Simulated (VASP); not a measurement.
# Ti (Im-3m) in VASP: notebook

Runs on Ti. Level: PBEsol. Tasks: electric field gradients.

Program: VASP 6.6.1. These are calculated values, not measurements. Logs are shortened: lines on timing, memory, paths and dates and some standing lists are left out, and cuts for length are marked.

## Step 1: The cell of the first run

The structure is cubic, space group Im-3m (No. 229). Conventional cell: a = 3.282 Å, b = 3.282 Å, c = 3.282 Å, α = 90.00°, β = 90.00°, γ = 90.00°. Ti (site symmetry m-3m) has 14 Ti at 2.84 to 3.28 Å within 3.7 Å.

## Step 2: Electric field gradients, PBEsol

INCAR

```
SYSTEM = Ti
ALGO = Normal
EDIFF = 1E-8
ENCUT = 520
GGA = PS
ISIF = 2
ISMEAR = -1
LASPH = .True.
LCHARG = .False.
LEFG = .True.
LREAL = .False.
LWAVE = .False.
NBANDS = 12
NELM = 80
PREC = Accurate
SIGMA = 0.08
```

KPOINTS

```
k-points
0
Gamma
  17 17 17
  0 0 0
```

POSCAR

```
Ti
1.0
   -1.6410000000      1.6410000000      1.6410000000
    1.6410000000     -1.6410000000      1.6410000000
    1.6410000000      1.6410000000     -1.6410000000
Ti
1
Direct
    0.0000000000      0.0000000000      0.0000000000
```

Potentials or basis: VASP PAW PBE potentials, release 64 (Ti_sv).

The run is started by

```sh
$ cat potpaw_PBE.64/Ti_sv/POTCAR > POTCAR
$ mpirun -np 1 vasp_std > vasp.out
```

OUTCAR:

```text
SYSTEM = Ti
   EDIFF = 1E-8
   ENCUT = 520
   GGA = PS
   ISIF = 2
   ISMEAR = -1
   LASPH = .True.
   LREAL = .False.
   NELM = 80
   PREC = Accurate

 ion  position               nearest neighbor table
   1  0.000  0.000  0.000-

  LATTYP: Found a body centered cubic cell.
 ALAT       =     3.2820000000

  Lattice vectors:

 A1 = (  -1.6410000000,   1.6410000000,   1.6410000000)
 A2 = (   1.6410000000,  -1.6410000000,   1.6410000000)
 A3 = (   1.6410000000,   1.6410000000,  -1.6410000000)

Analysis of symmetry for initial positions (statically):
=====================================================================
 Subroutine PRICEL returns:
 Original cell was already a primitive cell.

 Routine SETGRP: Setting up the symmetry group for a
 body centered cubic supercell.

 Subroutine GETGRP returns: Found 48 space group operations
 (whereof 48 operations were pure point group operations)
 out of a pool of 48 trial point group operations.

The static configuration has the point symmetry O_h .

Analysis of symmetry for dynamics (positions and initial velocities):
=====================================================================
 Subroutine PRICEL returns:
 Original cell was already a primitive cell.

 Routine SETGRP: Setting up the symmetry group for a
 body centered cubic supercell.

 Subroutine GETGRP returns: Found 48 space group operations
 (whereof 48 operations were pure point group operations)
 out of a pool of 48 trial point group operations.

The dynamic configuration has the point symmetry O_h .

 Subroutine INISYM returns: Found 48 space group operations
 (whereof 48 operations are pure point group operations),
 and found     1 'primitive' translations

----------------------------------------------------------------------------------------

                                     Primitive cell

  volume of cell :      17.6761

  direct lattice vectors                    reciprocal lattice vectors
    -1.641000000  1.641000000  1.641000000     0.000000000  0.304692261  0.304692261
     1.641000000 -1.641000000  1.641000000     0.304692261  0.000000000  0.304692261
     1.641000000  1.641000000 -1.641000000     0.304692261  0.304692261  0.000000000

  length of vectors
     2.842295375  2.842295375  2.842295375     0.430899928  0.430899928  0.430899928

  position of ions in fractional coordinates (direct lattice)
[... 119 lines left out ...]
  ext. energy  EPLUGINS =         0.00000000
  ---------------------------------------------------
  free energy    TOTEN  =        -8.23389058 eV

  energy without entropy =       -8.18352168  energy(sigma->0) =       -8.20870613

 E-fermi :   7.7765     XC(G=0): -11.5483

 val. band max:        7.7761970356   @ k =   0.2353   0.1176   0.0000
 cond. band min:       7.7819361848   @ k =  -0.2941  -0.4706   0.0588
 fundamental gap:      0.0057391492
 Fermi energy:         7.7765487107

 k-point     1 :       0.0000    0.0000    0.0000
  band No.  band energies     occupation
      1     -48.5547      2.00000
      2     -24.5251      2.00000
      3     -24.5251      2.00000
      4     -24.5251      2.00000
      5       1.8626      2.00000
      6       8.7451      0.00001
      7       8.7451      0.00001
      8       8.7451      0.00001
      9      10.4791      0.00000
     10      10.4791      0.00000
     11      25.0725      0.00000
     12      25.0725      0.00000
[... 331 lines left out ...]
 k-point    24 :       0.1765    0.1765    0.0000
  band No.  band energies     occupation
      1     -48.4704      2.00000
      2     -24.9353      2.00000
      3     -24.6588      2.00000
      4     -24.5667      2.00000
      5       4.5080      2.00000
      6       7.7579      1.11598
      7       7.9374      0.23611
      8      10.0392      0.00000
      9      10.7471      0.00000
     10      10.9285      0.00000
     11      21.0672      0.00000
     12      21.3197      0.00000

 [... further k-points ...]
[... 5 lines left out ...]
  --------------------------------------------------------------------------------------
  -------------------------------------------------------------------------------------
  Total       -0.7370667     -0.7370667     -0.7370667      0.0000000      0.0000000      0.0000000
  in kB      -66.8084899    -66.8084899    -66.8084899      0.0000000      0.0000000      0.0000000
  external PRESSURE =     -66.8084899 kB  Pullay stress =       0.0000000 kB

 VOLUME and BASIS-vectors are now :
 -----------------------------------------------------------------------------
  energy-cutoff  :      520.00
  volume of cell :       17.68
      direct lattice vectors                 reciprocal lattice vectors
    -1.641000000  1.641000000  1.641000000     0.000000000  0.304692261  0.304692261
     1.641000000 -1.641000000  1.641000000     0.304692261  0.000000000  0.304692261
     1.641000000  1.641000000 -1.641000000     0.304692261  0.304692261  0.000000000

 POSITION                                       TOTAL-FORCE (eV/Angst)
 -----------------------------------------------------------------------------------
      0.00000      0.00000      0.00000         0.000000     -0.000000      0.000000
 -----------------------------------------------------------------------------------
    total drift:                               -0.000000      0.000000      0.000000

  FREE ENERGIE OF THE ION-ELECTRON SYSTEM (eV)
  ---------------------------------------------------
  free  energy   TOTEN  =        -8.2338905847 eV

  energy  without entropy=       -8.1835216769  energy(sigma->0) =       -8.20870613

 Electric field gradients (V/A^2)
---------------------------------------------------------------------
 ion       V_xx      V_yy      V_zz      V_xy      V_xz      V_yz
---------------------------------------------------------------------
   1       0.000    -0.000     0.000     0.001     0.001     0.001
---------------------------------------------------------------------

 Electric field gradients after diagonalization (V/A^2)
 (convention: |V_zz| > |V_xx| > |V_yy|)
----------------------------------------------------------------------
 ion       V_xx      V_yy      V_zz     asymmetry (V_yy - V_xx)/ V_zz
----------------------------------------------------------------------
   1      -0.001    -0.001     0.001       0.000
----------------------------------------------------------------------

           NMR quadrupolar parameters

 Cq : quadrupolar parameter    Cq=e*Q*V_zz/h
 eta: asymmetry parameters     (V_yy - V_xx)/ V_zz
 Q  : nuclear electric quadrupole moment in mb (millibarn)
----------------------------------------------------------------------
 ion       Cq(MHz)       eta       Q (mb)
----------------------------------------------------------------------
   1       0.000       0.000       1.000
----------------------------------------------------------------------
```

It took 41 s on 1 thread of AMD EPYC 7R43 (Zen 3), shared host; peak memory 0.13 GiB.

What came out:

* Free energy: -8.2339 eV
* Pressure: -6.7 GPa
* Band gap on the k mesh: zero (band 6 reaches 8.75 eV, above the bottom of band 7 at 7.15 eV)

Caveat: without QUAD_EFG the Cq values of the log hold for a quadrupole moment of 1 mb, not for the nuclei; the PAW data sets were made with another functional, which shifts forces and pressure a little.

## Step 3: Electric field gradients, PBEsol (volume scaled by 0.99)

INCAR

```
PREC = Accurate
ENCUT = 520
EDIFF = 1E-8
ISMEAR = -1
SIGMA = 0.08
LREAL = F
LASPH = T
NELM = 60
ALGO = Normal
ISIF = 2
LWAVE = F
LCHARG = F
GGA = PS
LEFG = T
NBANDS = 12
```

KPOINTS

```
Automatic mesh
0
Gamma
  17 17 17
```

POSCAR

```
Ti
1.0
   -1.6355116647      1.6355116647      1.6355116647
    1.6355116647     -1.6355116647      1.6355116647
    1.6355116647      1.6355116647     -1.6355116647
Ti
1
Direct
    0.0000000000      0.0000000000      0.0000000000
```

Potentials or basis: VASP PAW PBE potentials, release 64 (Ti_sv).

The run is started by

```sh
$ cat potpaw_PBE.64/Ti_sv/POTCAR > POTCAR
$ mpirun -np 1 vasp_std > vasp.out
```

OUTCAR:

```text
PREC = Accurate
   ENCUT = 520
   EDIFF = 1E-8
   ISMEAR = -1
   LREAL = F
   LASPH = T
   NELM = 60
   ISIF = 2
   GGA = PS

 ion  position               nearest neighbor table
   1  0.000  0.000  0.000-

  LATTYP: Found a body centered cubic cell.
 ALAT       =     3.2710233294

  Lattice vectors:

 A1 = (  -1.6355116647,   1.6355116647,   1.6355116647)
 A2 = (   1.6355116647,  -1.6355116647,   1.6355116647)
 A3 = (   1.6355116647,   1.6355116647,  -1.6355116647)

Analysis of symmetry for initial positions (statically):
=====================================================================
 Subroutine PRICEL returns:
 Original cell was already a primitive cell.

 Routine SETGRP: Setting up the symmetry group for a
 body centered cubic supercell.

 Subroutine GETGRP returns: Found 48 space group operations
 (whereof 48 operations were pure point group operations)
 out of a pool of 48 trial point group operations.

The static configuration has the point symmetry O_h .

Analysis of symmetry for dynamics (positions and initial velocities):
=====================================================================
 Subroutine PRICEL returns:
 Original cell was already a primitive cell.

 Routine SETGRP: Setting up the symmetry group for a
 body centered cubic supercell.

 Subroutine GETGRP returns: Found 48 space group operations
 (whereof 48 operations were pure point group operations)
 out of a pool of 48 trial point group operations.

The dynamic configuration has the point symmetry O_h .

 Subroutine INISYM returns: Found 48 space group operations
 (whereof 48 operations are pure point group operations),
 and found     1 'primitive' translations

----------------------------------------------------------------------------------------

                                     Primitive cell

  volume of cell :      17.4993

  direct lattice vectors                    reciprocal lattice vectors
    -1.635511665  1.635511665  1.635511665     0.000000000  0.305714726  0.305714726
     1.635511665 -1.635511665  1.635511665     0.305714726  0.000000000  0.305714726
     1.635511665  1.635511665 -1.635511665     0.305714726  0.305714726  0.000000000

  length of vectors
     2.832789300  2.832789300  2.832789300     0.432345911  0.432345911  0.432345911

  position of ions in fractional coordinates (direct lattice)
     0.000000000  0.000000000  0.000000000

  ion indices of the primitive-cell ions
   primitive index   ion index
                 1           1

----------------------------------------------------------------------------------------

 KPOINTS: Automatic mesh

Automatic generation of k-mesh.
 Grid dimensions read from file:
 generate k-points for:   17   17   17

 Generating k-lattice:

  Cartesian coordinates                     Fractional coordinates (reciprocal lattice)
     0.000000000  0.017983219  0.017983219     0.058823529  0.000000000  0.000000000
[... 65 lines left out ...]
   ISIF   =      2    stress and relaxation
   ISYM   =      2    0-nonsym 1-usesym 2-fastsym
   POTIM  = 0.5000    time-step for ionic-motion
   TEBEG  =    0.0;   TEEND  =   0.0 temperature during run
   PSTRESS=    0.0 pullay stress
   NELECT =      12.0000    total number of electrons
   NUPDOWN=      -1.0000    fix difference up-down
   EMIN   =  10.00;   EMAX   =-10.00  energy-range for DOS
   EFERMI =   0.00;   METHOD = LEGACY
   ISMEAR =    -1;   SIGMA  =   0.08  broadening in eV -4-tet -1-fermi 0-gaus
   EFERMI_NEDOS =   21; number of points for ismear=-14 and -15
   IALGO  =     38    algorithm
   IMIX   =      4    mixing-type and parameters
     AMIX     =   0.40;   BMIX     =  1.00
     AMIX_MAG =   1.60;   BMIX_MAG =  1.00
  volume/ion in A,a.u.               =      17.50       118.09
  Fermi-wavevector in a.u.,A,eV,Ry     =   1.443649  2.728101 28.356206  2.084122
  Thomas-Fermi vector in A             =   2.562033
   LORBIT       =      0    0 simple, 1 ext, 2 COOP (PROOUT), +10 PAW based schemes
   GGA     = PS    functional components
   LHFCALC =     F    Hartree Fock is set to
   AEXX    =    0.0000 exact exchange contribution
   IVDW    =     0    specifies the selected vdW correction
   LEPSILON=     F    determine dielectric tensor
   LRPA    =     F    only Hartree local field effects (RPA)
 non-spin polarized calculation
  energy-cutoff  :      520.00
  volume of cell :       17.50
 maximum number of plane-waves:       480
 NGX is ok and might be reduce to    24
   NGX = 11   NGY = 11   NGZ = 11

 number of electron      11.9999999 magnetization

 Free energy of the ion-electron system (eV)
  ---------------------------------------------------
  ext. energy  EPLUGINS =         0.00000000
  ---------------------------------------------------
  free energy    TOTEN  =        -8.24069787 eV

  energy without entropy =       -8.19104047  energy(sigma->0) =       -8.21586917

 E-fermi :   7.8789     XC(G=0): -11.5960

 val. band max:        7.8747811310   @ k =   0.2353   0.1176   0.0000
 cond. band min:       7.8849117357   @ k =  -0.2941  -0.4706   0.0588
 fundamental gap:      0.0101306047
 Fermi energy:         7.8789488747

 k-point     1 :       0.0000    0.0000    0.0000
  band No.  band energies     occupation
      1     -48.4318      2.00000
      2     -24.3909      2.00000
      3     -24.3909      2.00000
      4     -24.3909      2.00000
      5       1.9430      2.00000
      6       8.8569      0.00001
      7       8.8569      0.00001
      8       8.8569      0.00001
      9      10.6127      0.00000
     10      10.6127      0.00000
     11      25.2464      0.00000
     12      25.2464      0.00000
[... 331 lines left out ...]
 k-point    24 :       0.1765    0.1765    0.0000
  band No.  band energies     occupation
      1     -48.3440      2.00000
      2     -24.8149      2.00000
      3     -24.5290      2.00000
      4     -24.4340      2.00000
      5       4.6065      2.00000
      6       7.8560      1.14216
      7       8.0390      0.23837
      8      10.1666      0.00000
      9      10.8863      0.00000
     10      11.0708      0.00000
     11      21.2782      0.00000
     12      21.5350      0.00000

 [... further k-points ...]
[... 5 lines left out ...]
  --------------------------------------------------------------------------------------
  -------------------------------------------------------------------------------------
  Total       -0.6309082     -0.6309082     -0.6309082      0.0000000      0.0000000     -0.0000000
  in kB      -57.7638138    -57.7638138    -57.7638138      0.0000000      0.0000000     -0.0000000
  external PRESSURE =     -57.7638138 kB  Pullay stress =       0.0000000 kB

 VOLUME and BASIS-vectors are now :
 -----------------------------------------------------------------------------
  energy-cutoff  :      520.00
  volume of cell :       17.50
      direct lattice vectors                 reciprocal lattice vectors
    -1.635511665  1.635511665  1.635511665     0.000000000  0.305714726  0.305714726
     1.635511665 -1.635511665  1.635511665     0.305714726  0.000000000  0.305714726
     1.635511665  1.635511665 -1.635511665     0.305714726  0.305714726  0.000000000

 POSITION                                       TOTAL-FORCE (eV/Angst)
 -----------------------------------------------------------------------------------
      0.00000      0.00000      0.00000        -0.000000      0.000000     -0.000000
 -----------------------------------------------------------------------------------
    total drift:                               -0.000000      0.000000      0.000000

  FREE ENERGIE OF THE ION-ELECTRON SYSTEM (eV)
  ---------------------------------------------------
  free  energy   TOTEN  =        -8.2406978687 eV

  energy  without entropy=       -8.1910404747  energy(sigma->0) =       -8.21586917

 Electric field gradients (V/A^2)
---------------------------------------------------------------------
 ion       V_xx      V_yy      V_zz      V_xy      V_xz      V_yz
---------------------------------------------------------------------
   1      -0.000    -0.000     0.000     0.000     0.000     0.000
---------------------------------------------------------------------

 Electric field gradients after diagonalization (V/A^2)
 (convention: |V_zz| > |V_xx| > |V_yy|)
----------------------------------------------------------------------
 ion       V_xx      V_yy      V_zz     asymmetry (V_yy - V_xx)/ V_zz
----------------------------------------------------------------------
   1      -0.000    -0.000     0.001       0.000
----------------------------------------------------------------------

           NMR quadrupolar parameters

 Cq : quadrupolar parameter    Cq=e*Q*V_zz/h
 eta: asymmetry parameters     (V_yy - V_xx)/ V_zz
 Q  : nuclear electric quadrupole moment in mb (millibarn)
----------------------------------------------------------------------
 ion       Cq(MHz)       eta       Q (mb)
----------------------------------------------------------------------
   1       0.000       0.000       1.000
----------------------------------------------------------------------
```

OSZICAR:

```text
N       E                     dE             d eps       ncg     rms          rms(c)
DAV:   1     0.871943928137E+02    0.87194E+02   -0.64838E+03  3968   0.119E+03
DAV:   2    -0.495265699435E+01   -0.92147E+02   -0.89762E+02  4056   0.302E+02
DAV:   3    -0.934448335530E+01   -0.43918E+01   -0.43372E+01  5488   0.655E+01
DAV:   4    -0.943249655727E+01   -0.88013E-01   -0.87923E-01  4496   0.841E+00
DAV:   5    -0.943454399672E+01   -0.20474E-02   -0.20474E-02  4628   0.113E+00    0.859E+00
DAV:   6    -0.823834039879E+01    0.11962E+01   -0.28153E+00  4280   0.236E+01    0.205E+00
DAV:   7    -0.823226334055E+01    0.60771E-02   -0.76723E-02  4684   0.283E+00    0.125E+00
DAV:   8    -0.824027662830E+01   -0.80133E-02   -0.36134E-02  4144   0.226E+00    0.111E-01
DAV:   9    -0.824066335757E+01   -0.38673E-03   -0.23193E-03  4836   0.485E-01    0.751E-02
DAV:  10    -0.824071254853E+01   -0.49191E-04   -0.29723E-04  4208   0.191E-01    0.166E-02
DAV:  11    -0.824069783499E+01    0.14714E-04   -0.31649E-05  4456   0.859E-02    0.931E-03
DAV:  12    -0.824069778125E+01    0.53744E-07   -0.21633E-06  4912   0.162E-02    0.695E-04
DAV:  13    -0.824069803577E+01   -0.25452E-06   -0.18629E-07  4760   0.394E-03    0.254E-03
DAV:  14    -0.824069787806E+01    0.15771E-06   -0.11453E-07  4112   0.431E-03    0.176E-04
DAV:  15    -0.824069786785E+01    0.10213E-07   -0.21045E-09  2800   0.524E-04    0.280E-05
DAV:  16    -0.824069786871E+01   -0.86334E-09   -0.28668E-10  2056   0.220E-04
   1 F= -.82406979E+01 E0= -.82158692E+01  d E =-.496574E-01
```

Wall time 42 s (1 thread of AMD EPYC 7R43 (Zen 3), shared host); peak memory 0.12 GiB.

What came out:

- Free energy: -8.2407 eV
- Pressure: -5.8 GPa
- Band gap on the k mesh: zero (band 6 reaches 8.86 eV, above the bottom of band 7 at 7.24 eV)

Levels at points of the mesh, in eV from the Fermi level:
| k point | band 3 | band 4 | band 5 | band 6 | band 7 | band 8 | band 9 | band 10 |
| --- | --- | --- | --- | --- | --- | --- | --- | --- |
| (0.00, 0.00, 0.00) | -32.27 | -32.27 | -5.94 | 0.98 | 0.98 | 0.98 | 2.73 | 2.73 |

Caveat: without QUAD_EFG the Cq values of the log hold for a quadrupole moment of 1 mb, not for the nuclei; the PAW data sets were made with another functional, which shifts forces and pressure a little.

(Part 1 of 3 ends here.)
